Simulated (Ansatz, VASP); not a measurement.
HCN in VASP and in Ansatz

```
C N H
1.0
     5.80381    0.00000    0.00000
    -2.90191    7.57358    0.00000
     0.00000    0.00000   23.95306
C N H
1 1 1
Direct
  0.12448 0.08361 0.63276
  0.22728 0.95945 0.62791
  0.05880 0.10710 0.67383
```

Alike in both runs: task single point; functional PBE; dispersion D3(BJ); k mesh 4 × 3 × 1; occupations gaussian, width 0.1 eV; no spin polarisation.

|  | VASP | Ansatz |
| --- | --- | --- |
| version | VASP 6.6.1 | Ansatz 0.2.0 |
| potentials or method | VASP PAW PBE potentials, release 64 (C, N, H), cutoff 520 eV | scalar-relativistic, plane waves, PAW |
| valence electrons in the cell | 10 | 10 |

|  | VASP | Ansatz | Ansatz less VASP |
| --- | --- | --- | --- |
| gap on the k mesh at the Fermi level (eV) | 3.96 | 3.96 | +0.001 |
| rms of the force components (eV/Å) | 5.229 | 5.281 | +0.0519 |

Atom by atom the forces differ by 0.053 eV/Å (rms over components).
